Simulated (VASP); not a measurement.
# Tl in VASP: a series of runs

Runs on Tl. Level: PBEsol. Tasks: single point.

Everything below comes from runs of VASP 6.6.1. Logs are shortened: lines on timing, memory, paths and dates and some standing lists are left out, and cuts for length are marked.

## 1. The cell of the first run

It takes space group P6_3/mmc (No. 194, hexagonal). The conventional cell has a = 3.461 Å, b = 3.461 Å, c = 11.113 Å, α = 90.00°, β = 90.00°, γ = 120.00°. Tl (site symmetry -6m2) has 12 Tl at 3.42 to 3.46 Å within 4.5 Å. Tl (site symmetry -3m) has 12 Tl at 3.42 to 3.46 Å within 4.5 Å.

## 2. Single point, PBEsol (28.83 Å³/atom)

INCAR reads:

```
SYSTEM = Tl
PREC = Accurate ; ENCUT = 520
EDIFF = 1E-6 ; ISMEAR = -1
SIGMA = 0.05 ; LREAL = .False.
LASPH = .True. ; NELM = 80
ALGO = Normal ; ISIF = 2
LWAVE = .False. ; LCHARG = .False.
GGA = PS ; NBANDS = 34
```

KPOINTS reads:

```
regular mesh
0
Gamma
  9 9 3
  0 0 0
```

POSCAR reads:

```
Tl
1.0
    3.4612177433      0.0000000000      0.0000000000
   -1.7306088717      2.9975024937      0.0000000000
    0.0000000000      0.0000000000     11.1133480653
Tl
4
Direct
    0.6666666667      0.3333333333      0.7500000000
    0.0000000000      0.0000000000      0.5000000000
    0.3333333333      0.6666666667      0.2500000000
    0.0000000000      0.0000000000      0.0000000000
```

Potentials or basis: VASP PAW PBE potentials, release 64 (Tl_d).

Started as:

```console
$ cat potpaw_PBE.64/Tl_d/POTCAR > POTCAR
$ mpirun -np 1 vasp_std > vasp.out
```

OUTCAR:

```text
SYSTEM = Tl
   PREC = Accurate
   ENCUT = 520
   EDIFF = 1E-6
   ISMEAR = -1
   LREAL = .False.
   LASPH = .True.
   NELM = 80
   ISIF = 2
   GGA = PS

 ion  position               nearest neighbor table
   1  0.667  0.333  0.750-   2 3.42   4 3.42   2 3.42   4 3.42   2 3.42   4 3.42
   2  0.000  0.000  0.500-   1 3.42   3 3.42   1 3.42   3 3.42   1 3.42   3 3.42
   3  0.333  0.667  0.250-   2 3.42   4 3.42   2 3.42   4 3.42   2 3.42   4 3.42
   4  0.000  0.000  0.000-   1 3.42   3 3.42   1 3.42   3 3.42   1 3.42   3 3.42

  LATTYP: Found a hexagonal cell.
 ALAT       =     3.4612177433
 C/A-ratio  =     3.2108202631

  Lattice vectors:

 A1 = (   3.4612177433,   0.0000000000,   0.0000000000)
 A2 = (  -1.7306088717,   2.9975024937,   0.0000000000)
 A3 = (   0.0000000000,   0.0000000000,  11.1133480653)

Analysis of symmetry for initial positions (statically):
=====================================================================
 Subroutine PRICEL returns:
 Original cell was already a primitive cell.

 Routine SETGRP: Setting up the symmetry group for a
 hexagonal supercell.

 Subroutine GETGRP returns: Found 24 space group operations
 (whereof 12 operations were pure point group operations)
 out of a pool of 24 trial point group operations.

The static configuration has the point symmetry D_3d.
 The point group associated with its full space group is D_6h.

Analysis of symmetry for dynamics (positions and initial velocities):
=====================================================================
 Subroutine PRICEL returns:
 Original cell was already a primitive cell.

 Routine SETGRP: Setting up the symmetry group for a
 hexagonal supercell.

 Subroutine GETGRP returns: Found 24 space group operations
 (whereof 12 operations were pure point group operations)
 out of a pool of 24 trial point group operations.

The dynamic configuration has the point symmetry D_3d.
 The point group associated with its full space group is D_6h.

 Subroutine INISYM returns: Found 24 space group operations
 (whereof 12 operations are pure point group operations),
 and found     1 'primitive' translations

----------------------------------------------------------------------------------------

                                     Primitive cell

  volume of cell :     115.3011

  direct lattice vectors                    reciprocal lattice vectors
     3.461217743  0.000000000  0.000000000     0.288915657  0.166805533  0.000000000
    -1.730608872  2.997502494  0.000000000     0.000000000  0.333611065  0.000000000
     0.000000000  0.000000000 11.113348065     0.000000000  0.000000000  0.089981884

  length of vectors
     3.461217743  3.461217743 11.113348065     0.333611065  0.333611065  0.089981884

  position of ions in fractional coordinates (direct lattice)
     0.666666667  0.333333333  0.750000000
     0.000000000  0.000000000  0.500000000
     0.333333333  0.666666667  0.250000000
     0.000000000  0.000000000  0.000000000

  ion indices of the primitive-cell ions
   primitive index   ion index
                 1           1
                 2           2
                 3           3
                 4           4

----------------------------------------------------------------------------------------

 KPOINTS: regular mesh

Automatic generation of k-mesh.
 Grid dimensions read from file:
 generate k-points for:    9    9    3

 Generating k-lattice:

  Cartesian coordinates                     Fractional coordinates (reciprocal lattice)
     0.032101740  0.018533948  0.000000000     0.111111111  0.000000000  0.000000000
     0.000000000  0.037067896  0.000000000     0.000000000  0.111111111  0.000000000
     0.000000000  0.000000000  0.029993961     0.000000000  0.000000000  0.333333333

  Length of vectors
     0.037067896  0.037067896  0.029993961

  Shift w.r.t. Gamma in fractional coordinates (k-lattice)
     0.000000000  0.000000000  0.000000000

 Subroutine IBZKPT returns following result:
 ===========================================

 Found     24 irreducible k-points:

 Following reciprocal coordinates:
            Coordinates               Weight
  0.000000  0.000000  0.000000      1.000000
  0.111111  0.000000  0.000000      6.000000
  0.222222 -0.000000  0.000000      6.000000
  0.333333  0.000000  0.000000      6.000000
  0.444444 -0.000000  0.000000      6.000000
  0.111111  0.111111  0.000000      6.000000
[... 16 lines left out ...]
  0.333333  0.222222  0.333333     24.000000
  0.333333  0.333333  0.333333      4.000000
   k-points           NKPTS =     24   k-points in BZ     NKDIM =     24   number of bands    NBANDS=     34
   number of dos      NEDOS =    301   number of ions     NIONS =      4
   total plane-waves  NPLWV =  65856
   dimension x,y,z NGX =    28 NGY =   28 NGZ =   84
   dimension x,y,z NGXF=    56 NGYF=   56 NGZF=  168
   ions per type =               4
   NGX,Y,Z   is equivalent  to a cutoff of  13.45, 13.45, 12.57 a.u.
   NGXF,Y,Z  is equivalent  to a cutoff of  26.90, 26.90, 25.13 a.u.
 SYSTEM =  Tl
   PREC   = accura    normal or accurate (medium, high low for compatibility)
   ISTART =      0    job   : 0-new  1-cont  2-samecut
   ICHARG =      2    charge: 1-file 2-atom 10-const
   ISPIN  =      1    spin polarized calculation?
   LNONCOLLINEAR =      F non collinear calculations
   LSORBIT =      F    spin-orbit coupling
   LASPH  =      T    aspherical Exc in radial PAW
   ENCUT  =  520.0 eV  38.22 Ry    6.18 a.u.   6.44  6.44 20.66*2*pi/ulx,y,z
   NELM   =     80;   NELMIN=  2; NELMDL= -5     # of ELM steps
   EDIFF  = 0.1E-05   stopping-criterion for ELM
   LREAL  =      F    real-space projection
   EDIFFG = 0.1E-04   stopping-criterion for IOM
   NSW    =      0    number of steps for IOM
   IBRION =     -1    ionic relax: 0-MD 1-quasi-New 2-CG
   NFREE  =      0    steps in history (QN), initial steepest desc. (CG)
   ISIF   =      2    stress and relaxation
   ISYM   =      2    0-nonsym 1-usesym 2-fastsym
   POTIM  = 0.5000    time-step for ionic-motion
   TEBEG  =    0.0;   TEEND  =   0.0 temperature during run
   PSTRESS=    0.0 pullay stress
   NELECT =      52.0000    total number of electrons
   NUPDOWN=      -1.0000    fix difference up-down
   EMIN   =  10.00;   EMAX   =-10.00  energy-range for DOS
   EFERMI =   0.00;   METHOD = LEGACY
   ISMEAR =    -1;   SIGMA  =   0.05  broadening in eV -4-tet -1-fermi 0-gaus
   EFERMI_NEDOS =   21; number of points for ismear=-14 and -15
   IALGO  =     38    algorithm
   IMIX   =      4    mixing-type and parameters
     AMIX     =   0.40;   BMIX     =  1.00
     AMIX_MAG =   1.60;   BMIX_MAG =  1.00
  volume/ion in A,a.u.               =      28.83       194.52
  Fermi-wavevector in a.u.,A,eV,Ry     =   1.255446  2.372450 21.444761  1.576145
  Thomas-Fermi vector in A             =   2.389203
   LORBIT       =      0    0 simple, 1 ext, 2 COOP (PROOUT), +10 PAW based schemes
   GGA     = PS    functional components
   LHFCALC =     F    Hartree Fock is set to
   AEXX    =    0.0000 exact exchange contribution
   IVDW    =     0    specifies the selected vdW correction
   LEPSILON=     F    determine dielectric tensor
   LRPA    =     F    only Hartree local field effects (RPA)
 non-spin polarized calculation
  energy-cutoff  :      520.00
  volume of cell :      115.30
 maximum number of plane-waves:      3135
 NGX is ok and might be reduce to    28
   NGX = 13   NGY = 13   NGZ = 41

 number of electron      52.0000009 magnetization

 Free energy of the ion-electron system (eV)
  ---------------------------------------------------
  ext. energy  EPLUGINS =         0.00000000
  ---------------------------------------------------
  free energy    TOTEN  =       -10.47622104 eV

  energy without entropy =      -10.45390985  energy(sigma->0) =      -10.46506545

 E-fermi :   6.2355     XC(G=0): -10.3271

 val. band max:        6.1546030684   @ k =   0.3333   0.1111   0.0000
 cond. band min:       6.2431093029   @ k =   0.3333   0.2222   0.3333
 fundamental gap:      0.0885062345
 Fermi energy:         6.2355073647

 k-point     1 :       0.0000    0.0000    0.0000
  band No.  band energies     occupation
      1      -5.4317      2.00000
      2      -5.3100      2.00000
      3      -5.2839      2.00000
      4      -5.2462      2.00000
      5      -5.2462      2.00000
      6      -5.2172      2.00000
[... 26 lines left out ...]
     33      15.2491      0.00000
     34      16.3388      0.00000

 k-point     2 :       0.1111    0.0000    0.0000
  band No.  band energies     occupation
      1      -5.3916      2.00000
      2      -5.2928      2.00000
      3      -5.2916      2.00000
      4      -5.2479      2.00000
      5      -5.2296      2.00000
      6      -5.2090      2.00000
[... 26 lines left out ...]
     33      14.6261      0.00000
     34      14.8786      0.00000

 k-point     3 :       0.2222   -0.0000    0.0000
  band No.  band energies     occupation
      1      -5.4103      2.00000
      2      -5.3348      2.00000
      3      -5.3328      2.00000
      4      -5.2560      2.00000
      5      -5.2424      2.00000
      6      -5.1676      2.00000
[... 26 lines left out ...]
     33      13.4445      0.00000
     34      13.4742      0.00000
[... 704 lines left out ...]
 k-point    23 :       0.3333    0.2222    0.3333
  band No.  band energies     occupation
      1      -5.4184      2.00000
      2      -5.4087      2.00000
      3      -5.3212      2.00000
      4      -5.3034      2.00000
      5      -5.2618      2.00000
      6      -5.2556      2.00000
[... 26 lines left out ...]
     33       9.8137      0.00000
     34      11.1222      0.00000

 k-point    24 :       0.3333    0.3333    0.3333
  band No.  band energies     occupation
      1      -5.4078      2.00000
      2      -5.4078      2.00000
      3      -5.3229      2.00000
      4      -5.2553      2.00000
      5      -5.2090      2.00000
      6      -5.2090      2.00000
[... 26 lines left out ...]
     33      10.7411      0.00000
     34      11.5088      0.00000

------------------------ aborting loop because EDIFF is reached ----------------------------------------

  FORCE on cell =-STRESS in cart. coord.  units (eV):
  Direction    XX          YY          ZZ          XY          YZ          ZX
  --------------------------------------------------------------------------------------
  -------------------------------------------------------------------------------------
  Total       -0.4144640     -0.4144640     -0.3718942      0.0000000      0.0000000      0.0000000
  in kB       -5.7592245     -5.7592245     -5.1676912      0.0000000      0.0000000      0.0000000
  external PRESSURE =      -5.5620468 kB  Pullay stress =       0.0000000 kB

 VOLUME and BASIS-vectors are now :
 -----------------------------------------------------------------------------
  energy-cutoff  :      520.00
  volume of cell :      115.30
      direct lattice vectors                 reciprocal lattice vectors
     3.461217743  0.000000000  0.000000000     0.288915657  0.166805533  0.000000000
    -1.730608872  2.997502494  0.000000000     0.000000000  0.333611065  0.000000000
     0.000000000  0.000000000 11.113348065     0.000000000  0.000000000  0.089981884

 POSITION                                       TOTAL-FORCE (eV/Angst)
 -----------------------------------------------------------------------------------
      1.73061      0.99917      8.33501         0.000000     -0.000000     -0.000000
      0.00000      0.00000      5.55667         0.000000      0.000000     -0.000000
     -0.00000      1.99833      2.77834        -0.000000      0.000000      0.000000
      0.00000      0.00000      0.00000         0.000000      0.000000     -0.000000
 -----------------------------------------------------------------------------------
    total drift:                                0.000000     -0.000000      0.000000

  FREE ENERGIE OF THE ION-ELECTRON SYSTEM (eV)
  ---------------------------------------------------
  free  energy   TOTEN  =       -10.4762210440 eV

  energy  without entropy=      -10.4539098530  energy(sigma->0) =      -10.46506545
```

It took 59 s on 1 thread of Intel Xeon Platinum 8488C (Sapphire Rapids), shared host; peak memory 0.26 GiB.

Results:

```yaml
Free_energy: -10.4762 eV
Pressure: -0.6 GPa
Band_gap_on_the_k_mesh: zero (bands 26 and 27 overlap by 4.32 eV)
```

Levels at points of the mesh, in eV from the Fermi level:
| k point | band 24 | band 25 | band 26 | band 27 | band 28 | band 29 |
| --- | --- | --- | --- | --- | --- | --- |
| (0.00, 0.00, 0.00) | -5.10 | -2.79 | 3.31 | 3.32 | 8.02 | 8.02 |

Caveat: the PAW data sets were made with another functional, which shifts forces and pressure a little; spin-orbit coupling is left out, which moves the levels of the heavy elements.

## 3. Single point, PBEsol (31.23 Å³/atom)

This run uses another cell than the first one, of 31.23 Å³/atom.

INCAR reads:

```
SYSTEM = Tl
PREC     = Accurate       ! precision mode
ENCUT    = 520            ! plane-wave cutoff, eV
EDIFF    = 1E-6           ! SCF threshold, eV
ISMEAR   = -1             ! smearing method
SIGMA    = 0.05           ! smearing width, eV
LREAL    = .FALSE.        ! projectors in reciprocal space
LASPH    = .TRUE.         ! aspherical terms in the spheres
NELM     = 60             ! most SCF steps
ALGO     = Normal         ! electronic algorithm
ISIF     = 2              ! what is computed and relaxed
LWAVE    = .FALSE.        ! write WAVECAR
LCHARG   = .FALSE.        ! write CHGCAR
GGA      = PS             ! functional
NBANDS   = 34             ! bands
```

KPOINTS reads:

```
Automatic mesh
0
G
  9 9 3
  0 0 0
```

POSCAR reads:

```
Tl
1.0
    3.5548091563      0.0000000000      0.0000000000
   -1.7774045782      3.0785550349      0.0000000000
    0.0000000000      0.0000000000     11.4138532706
Tl
4
Direct
    0.6666666667      0.3333333333      0.7500000000
    0.0000000000      0.0000000000      0.5000000000
    0.3333333333      0.6666666667      0.2500000000
    0.0000000000      0.0000000000      0.0000000000
```

Potentials or basis: VASP PAW PBE potentials, release 64 (Tl_d).

Started as:

```console
$ cat potpaw_PBE.64/Tl_d/POTCAR > POTCAR
$ mpirun -np 1 vasp_std > vasp.out
```

Wall time 59 s (1 thread of Intel Xeon Platinum 8488C (Sapphire Rapids), shared host); peak memory 0.28 GiB.

It converged, with:

```
Free energy            : -10.3772 eV
Pressure               : -2.7 GPa
Band gap on the k mesh : zero (bands 26 and 27 overlap by 3.94 eV)
```

Stress tensor (GPa, compression positive):
```
-2.66  0.00  0.00
 0.00 -2.66  0.00
 0.00  0.00 -2.89
```

Levels at points of the mesh, in eV from the Fermi level:
```
           k point  band 22  band 23  band 24  band 25  band 26  band 27  band 28  band 29  band 30  band 31
(0.00, 0.00, 0.00)    -8.15    -8.13    -5.14    -2.49     3.04     3.05     7.49     7.49     8.38     8.38
```

Caveat: the PAW data sets were made with another functional, which shifts forces and pressure a little; spin-orbit coupling is left out, which moves the levels of the heavy elements.

## 4. Single point, PBEsol (31.83 Å³/atom)

This run uses another cell than the first one, of 31.83 Å³/atom.

INCAR reads:

```
PREC = Accurate ; ENCUT = 520
EDIFF = 1E-6 ; ISMEAR = -1
SIGMA = 0.05 ; LREAL = False
LASPH = True ; NELM = 80
ALGO = Normal ; ISIF = 2
LWAVE = False ; LCHARG = True
GGA = PS ; LELF = True
LVHAR = True ; NBANDS = 34
```

KPOINTS reads:

```
Automatic mesh
0
Gamma
  9 9 3
```

POSCAR reads:

```
Tl
1.0
    3.5774518634      0.0000000000      0.0000000000
   -1.7887259317      3.0981641944      0.0000000000
    0.0000000000      0.0000000000     11.4865549331
Tl
4
Direct
    0.6666666667      0.3333333333      0.7500000000
    0.0000000000      0.0000000000      0.5000000000
    0.3333333333      0.6666666667      0.2500000000
    0.0000000000      0.0000000000      0.0000000000
```

Started as:

```console
$ cat potpaw_PBE.64/Tl_d/POTCAR > POTCAR
$ mpirun -np 1 vasp_std > vasp.out
```

Wall time 63 s (1 thread of Intel Xeon Platinum 8488C (Sapphire Rapids), shared host); peak memory 0.28 GiB.

Results (log left out):

```yaml
Free_energy: -10.3346 eV
Pressure: -3.1 GPa
Band_gap_on_the_k_mesh: zero (bands 26 and 27 overlap by 3.85 eV)
```

Stress tensor (GPa, compression positive):
```
-3.01  0.00  0.00
 0.00 -3.01  0.00
 0.00  0.00 -3.31
```

Levels at points of the mesh, in eV from the Fermi level:
```
           k point  band 22  band 23  band 24  band 25  band 26  band 27  band 28  band 29  band 30  band 31
(0.00, 0.00, 0.00)    -8.07    -8.05    -5.15    -2.42     2.97     2.99     7.37     7.37     8.24     8.24
```

Caveat: the cell stands under tension; the PAW data sets were made with another functional, which shifts forces and pressure a little; spin-orbit coupling is left out, which moves the levels of the heavy elements.

## 5. Single point, PBEsol (atoms moved at random)

INCAR reads:

```
PREC     = Accurate       # precision mode
ENCUT    = 520            # plane-wave cutoff, eV
EDIFF    = 1E-6           # SCF threshold, eV
ISMEAR   = -1             # smearing method
SIGMA    = 0.05           # smearing width, eV
LREAL    = False          # projectors in reciprocal space
LASPH    = True           # aspherical terms in the spheres
NELM     = 80             # most SCF steps
ALGO     = Fast           # electronic algorithm
ISIF     = 2              # what is computed and relaxed
LWAVE    = False          # write WAVECAR
LCHARG   = False          # write CHGCAR
GGA      = PS             # functional
NBANDS   = 34             # bands
```

KPOINTS is that of step 4.

POSCAR reads:

```
Tl
1.0
    3.5086375776      0.0000000000      0.0000000000
   -1.7543187888      3.0385692748      0.0000000000
    0.0000000000      0.0000000000     11.2656046300
Tl
4
Direct
    0.6704350000      0.3359360000      0.7537430000
    0.0024690000      0.0117550000      0.4982410000
    0.3305850000      0.6614330000      0.2477010000
    0.0082890000      0.0021340000      0.0006780000
```

Started as:

```console
$ cat potpaw_PBE.64/Tl_d/POTCAR > POTCAR
$ mpirun -np 1 vasp_std > vasp.out
```

Run time: 5 min. Hardware: 1 thread of Intel Xeon Platinum 8488C (Sapphire Rapids), shared host; peak memory 0.48 GiB.

It converged, with:

```yaml
Free_energy: -10.4400 eV
Pressure: -1.8 GPa
Largest_force: 0.088 eV/Å
Band_gap_on_the_k_mesh: zero (bands 26 and 27 overlap by 4.13 eV)
```

Forces on the atoms (eV/Å):
```
Tl   0.000 -0.001 -0.088
Tl   0.003 -0.004  0.046
Tl   0.001  0.003  0.036
Tl  -0.005  0.002  0.006
```

Stress tensor (GPa, compression positive):
```
-1.77 -0.01  0.00
-0.01 -1.70  0.00
 0.00  0.00 -1.82
```

Levels at points of the mesh, in eV from the Fermi level:
| k point | band 24 | band 25 | band 26 | band 27 | band 28 | band 29 |
| --- | --- | --- | --- | --- | --- | --- |
| (0.00, 0.00, 0.00) | -5.12 | -2.63 | 3.14 | 3.21 | 7.72 | 7.77 |

Caveat: the cell differs from its parent crystal (atoms moved at random); the PAW data sets were made with another functional, which shifts forces and pressure a little; spin-orbit coupling is left out, which moves the levels of the heavy elements.

## 6. Overview

```csv
cell,gap on the mesh (eV),pressure (GPa)
"a = 3.461, b = 3.461, c = 11.113 Å, angles 90.0, 90.0, 120.0°, 4 atoms, atomic positions A",none,-0.6
"a = 3.555, b = 3.555, c = 11.414 Å, angles 90.0, 90.0, 120.0°, 4 atoms, atomic positions A",none,-2.7
"a = 3.577, b = 3.577, c = 11.487 Å, angles 90.0, 90.0, 120.0°, 4 atoms, atomic positions A",none,-3.1
"a = 3.509, b = 3.509, c = 11.266 Å, angles 90.0, 90.0, 120.0°, 4 atoms, atomic positions B",none,-1.8
```

Alike in all rows: task single point; level PBEsol; potentials or basis VASP PAW PBE potentials, release 64 (Tl_d); no spin polarisation; k mesh 9 × 9 × 3; cutoff (eV) 520; smearing fermi-dirac 0.05 eV.

Caveats: the PAW data sets were made with another functional, which shifts forces and pressure a little; spin-orbit coupling is left out, which moves the levels of the heavy elements; the cell stands under tension (at least some runs).

Total energies depend on the potentials used, so only differences within one code and one set of settings carry meaning.

The gap in the log of VASP goes by the Fermi energy; the results here count the filled bands.